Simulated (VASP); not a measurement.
Wanted: the native input for a VASP 6.6.1 run.

```yaml
Task: electric field gradients
Functional: r2SCAN
Potentials_or_basis: VASP PAW PBE potentials, release 64 (Ti_sv, Ni)
Cutoff: 520 eV
k_mesh: 14 × 14 × 14
Occupations: fermi-dirac, width 0.05 eV
Spin: no spin polarisation
Dipole_correction: no
Further_INCAR_settings: ALGO = Normal; EDIFF = 1e-08; NBANDS = 18
```

The system is TiNi.

```
Ti Ni
1.0
     3.04667    0.00000    0.00000
     0.00000    3.04667    0.00000
     0.00000    0.00000    3.04667
Ti Ni
1 1
Direct
  0.50000 0.50000 0.50000
  0.00000 0.00000 0.00000
```

The input as run:

POSCAR

```
TiNi
1.0
    3.0466705404      0.0000000000      0.0000000000
    0.0000000000      3.0466705404      0.0000000000
    0.0000000000      0.0000000000      3.0466705404
Ti Ni
1 1
Direct
    0.5000000000      0.5000000000      0.5000000000
    0.0000000000      0.0000000000      0.0000000000
```

INCAR.step1

```
ALGO = Normal ; EDIFF = 1E-4
ENCUT = 520 ; GGA = PE
ISMEAR = -1 ; LASPH = True
LCHARG = False ; LREAL = False
LWAVE = True ; NBANDS = 18
NELM = 60 ; PREC = Accurate
SIGMA = 0.05
```

INCAR.step2

```
ALGO = Normal ; EDIFF = 1E-8
ENCUT = 520 ; ISIF = 2
ISMEAR = -1 ; ISTART = 1
LASPH = True ; LCHARG = False
LEFG = True ; LMIXTAU = True
LREAL = False ; LWAVE = False
METAGGA = R2SCAN ; NBANDS = 18
NELM = 60 ; PREC = Accurate
SIGMA = 0.05
```

KPOINTS

```
k-points
0
Gamma
  14 14 14
```

Potentials or basis: VASP PAW PBE potentials, release 64 (Ti_sv, Ni).

Command:

```console
$ cat potpaw_PBE.64/Ti_sv/POTCAR potpaw_PBE.64/Ni/POTCAR > POTCAR
$ cp INCAR.step1 INCAR
$ mpirun -np 1 vasp_std > vasp.out
$ cp INCAR.step2 INCAR
$ mpirun -np 1 vasp_std > vasp.out
```

Results of the run:

```
Pressure                                : -8.4 GPa
Band gap on the k mesh                  : zero (bands 11 and 12 overlap by 1.72 eV)
Largest electric field gradient by atom : under 0.05 V/Å² on every atom
```

Caveat: the cell stands under tension; the PAW data sets were made with another functional, which shifts forces and pressure a little.

Wall time 3.1 min on 1 thread of Intel(R) Xeon(R) Platinum 8259CL CPU @ 2.50GHz (Skylake/Cascade Lake), with other jobs on the host, peak memory 0.19 GiB.
